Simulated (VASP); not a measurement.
Write the native input for VASP 6.6.1 that does the following.

| Property | Result |
| --- | --- |
| Task | single point |
| Functional | LDA |
| Potentials or basis | VASP PAW LDA potentials, release 64 (Mn_pv, Si) |
| Cutoff | 520 eV |
| k mesh | 10 × 10 × 10 |
| Occupations | fermi-dirac, width 0.05 eV |
| Spin | collinear spin, ferrimagnetic start |
| Starting moments | [4.0, 4.0, -4.0, 0.0] μB |
| Dipole correction | no |
| Further INCAR settings | ALGO = Normal; EDIFF = 1e-07; NBANDS = 34 |

The structure of Mn3Si lies in POSCAR:

```
Mn3Si
1.0
    0.0000000000      2.8610000000      2.8610000000
    2.8610000000      0.0000000000      2.8610000000
    2.8610000000      2.8610000000      0.0000000000
Mn Si
3 1
Direct
    0.5000000000      0.5000000000      0.5000000000
    0.2500000000      0.2500000000      0.2500000000
    0.7500000000      0.7500000000      0.7500000000
    0.0000000000      0.0000000000      0.0000000000
```

The input as run:

INCAR

```
SYSTEM = Mn3Si
PREC     = Accurate       ! precision mode
ENCUT    = 520            ! plane-wave cutoff, eV
EDIFF    = 1E-7           ! SCF threshold, eV
ISMEAR   = -1             ! smearing method
SIGMA    = 0.05           ! smearing width, eV
LREAL    = .FALSE.        ! projectors in reciprocal space
LASPH    = .TRUE.         ! aspherical terms in the spheres
NELM     = 150            ! most SCF steps
ALGO     = Normal         ! electronic algorithm
ISIF     = 2              ! what is computed and relaxed
LWAVE    = .FALSE.        ! write WAVECAR
LCHARG   = .FALSE.        ! write CHGCAR
ISPIN    = 2              ! spin polarisation
MAGMOM   = 4 4 -4 0       ! initial moments
LORBIT   = 11             ! projections on sites
LMAXMIX  = 4              ! l up to which the mixer works
GGA      = CA             ! functional
NBANDS   = 34             ! bands
```

KPOINTS

```
regular mesh
0
G
  10 10 10
  0 0 0
```

Potentials or basis: VASP PAW LDA potentials, release 64 (Mn_pv, Si).

Command:

```console
$ cat potpaw_LDA.64/Mn_pv/POTCAR potpaw_LDA.64/Si/POTCAR > POTCAR
$ mpirun -np 1 vasp_std > vasp.out
```

Results of the run:

The pressure is -24.0 GPa, the net moment is 1.09 μB per cell and the site moments are Mn +2.29, -0.64 (each value once); Si +0.04 μB. The valence electrons inside the program's atomic spheres are Mn 11.82, 11.92 (each value once); Si 1.62.

Caveat: the cell stands under tension.

Run time: 97 s on 1 thread of Intel(R) Xeon(R) 6975P-C (Granite Rapids) (shared host), peak memory 0.23 GiB.
